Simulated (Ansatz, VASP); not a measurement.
# TlRh2 in VASP and in Ansatz

File INCAR:

```
SYSTEM = TlRh2
PREC = Accurate
ENCUT = 520
EDIFF = 1E-6
ISMEAR = 0
SIGMA = 0.1
LREAL = .False.
LASPH = .True.
NELM = 100
ALGO = Fast
ISIF = 2
LWAVE = .False.
LCHARG = .False.
GGA = PE
NBANDS = 52
```

The input KPOINTS:

```
regular mesh
0
Gamma
  6 6 1
  0 0 0
```

Contents of POSCAR:

```
TlRh2
1.0
    2.9871313100      0.0000000000      0.0000000000
   -1.4935656500      2.5869315900      0.0000000000
    0.0000000000      0.0000000000     20.5040880600
Tl Rh
2 4
Direct
    0.0000000000      0.0000000000      0.0000000000
    0.0000000000      0.0000000000      0.5000000000
    0.3333333300      0.6666666700      0.9363430100
    0.3333333300      0.6666666700      0.5636569900
    0.6666666700      0.3333333300      0.0636569900
    0.6666666700      0.3333333300      0.4363430100
```

Input for Ansatz:

```yaml
crystal:
  lattice:
    - [2.98713131, 0.0, 0.0]
    - [-1.49356565, 2.58693159, 0.0]
    - [0.0, 0.0, 20.50408806]
  atoms:
    - { symbol: Tl, position: [0.0, 0.0, 0.0] }
    - { symbol: Tl, position: [0.0, 0.0, 0.5] }
    - { symbol: Rh, position: [0.33333333, 0.66666667, 0.93634301] }
    - { symbol: Rh, position: [0.33333333, 0.66666667, 0.56365699] }
    - { symbol: Rh, position: [0.66666667, 0.33333333, 0.06365699] }
    - { symbol: Rh, position: [0.66666667, 0.33333333, 0.43634301] }
basis:
  ecutwfc: 420
kpoints:
  mp_grid: { grid: [6, 6, 1] }
hamiltonian:
  xc: pbe
scf:
  occupations: { method: gaussian, width: 0.1 }
  lower_state_search: "off"
output:
  forces: true
  stress: true
  eigenvalues: true
```

Change from the starting cell: species swapped into the VS2 type (P6_3/mmc, No. 194).

Alike in both runs: task single point; functional PBE; k mesh 6 × 6 × 1; occupations gaussian, width 0.1 eV; no spin polarisation.

|  | VASP | Ansatz |
| --- | --- | --- |
| version | VASP 6.6.1 | Ansatz 0.2.0 |
| potentials or method | VASP PAW PBE potentials, release 64 (Tl_d, Rh_pv), cutoff 520 eV | scalar-relativistic, plane waves, PAW |
| valence electrons in the cell | 86 | 94 |

|  | VASP | Ansatz | Ansatz less VASP |
| --- | --- | --- | --- |
| gap on the k mesh at the Fermi level (eV) | none | none | - |
| rms of the force components (eV/Å) | 9.859 | 9.748 | -0.1102 |

Atom by atom the forces differ by 0.110 eV/Å (rms over components). A gap of «none» marks a metal or a gap that the smearing closes. The functional is the same, so the differences come from potentials, cutoffs and numerics. VASP's potentials hold 86 valence electrons a cell and Ansatz's 94, so a difference there can come from the potentials and not from the codes.

The k mesh is coarse, so the values compare programs but aren't converged. Neither program's run includes spin-orbit coupling. Noted on VASP's run: the cell as given lies far from equilibrium.
